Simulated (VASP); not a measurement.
Input of a VASP 6.6.1 run:

The input INCAR:

```
PREC = Accurate
ENCUT = 520
EDIFF = 1E-7
ISMEAR = -1
SIGMA = 0.05
LREAL = F
LASPH = T
NELM = 60
ALGO = Normal
ISIF = 2
LWAVE = F
LCHARG = F
GGA = PE
NBANDS = 34
```

The input KPOINTS:

```
Automatic mesh
0
Gamma
  7 7 4
```

File POSCAR:

```
Sr2CuSO2
1.0
    3.8761519894      0.0000000000      0.0000000000
    0.0000000000      3.8761519894      0.0000000000
    0.0000000000      0.0000000000      6.8350955212
Sr Cu S O
2 1 1 2
Direct
    0.0000000000      0.0000000000      0.7508430000
    0.0000000000      0.0000000000      0.2491570000
    0.5000000000      0.5000000000      0.0000000000
    0.5000000000      0.5000000000      0.5000000000
    0.5000000000      0.0000000000      0.0000000000
    0.0000000000      0.5000000000      0.0000000000
```

Potentials or basis: VASP PAW PBE potentials, release 64 (Sr_sv, Cu, S, O).

Launch:

```bash
$ cat potpaw_PBE.64/Sr_sv/POTCAR potpaw_PBE.64/Cu/POTCAR potpaw_PBE.64/S/POTCAR potpaw_PBE.64/O/POTCAR > POTCAR
$ mpirun -np 1 vasp_std > vasp.out
```

Task: Estimate the pressure.

Result: 2.1 GPa.

Task: Predict the largest force.

Result: 0.054 eV/Å.

Forces on the atoms (eV/Å):
```
Sr   0.000  0.000 -0.054
Sr   0.000  0.000  0.054
Cu   0.000  0.000  0.000
S    0.000  0.000  0.000
O    0.000  0.000  0.000
O    0.000  0.000  0.000
```

Caveat: an odd number of electrons without spin polarisation forces a metal; a magnetic or distorted state may lie lower.
